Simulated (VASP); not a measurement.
Runs of VASP 6.6.1 on LiH (zincblende type). The structure is that of space group F-43m (No. 216), or close to it. The cells are those of the table. 

```tsv
task	cell	k mesh	cutoff (eV)	gap on the mesh (eV)
electric field gradients	a = 3.033 Å, angles 60.0°, 2 atoms	6 × 6 × 6	520	4.30
electric field gradients	a = 3.033 Å, angles 60.0°, 2 atoms	18 × 18 × 18	520	4.21
electric field gradients	a = 3.033 Å, angles 60.0°, 2 atoms	10 × 10 × 10	520	4.24
relaxation of cell and atoms	relaxed from a = 3.157 Å, angles 60.0°, 2 atoms	13 × 13 × 13	600	4.34
single point	a = 3.033 Å, angles 60.0°, 2 atoms	4 × 4 × 4	520	4.20
single point	a = 3.033 Å, angles 60.0°, 2 atoms	6 × 6 × 6	520	4.30
single point	a = 3.033 Å, angles 60.0°, 2 atoms	13 × 13 × 13	520	(a)
single point	a = 3.033 Å, angles 60.0°, 2 atoms	18 × 18 × 18	520	4.21
```

Alike in all rows: level PBE; potentials or basis VASP PAW PBE potentials, release 64 (Li_sv, H); no spin polarisation; smearing fermi-dirac 0.05 eV.

Q: Estimate the missing entries.

A: (a) 4.33.

Caveats: some runs use coarse meshes.

A k mesh can miss the band edges.
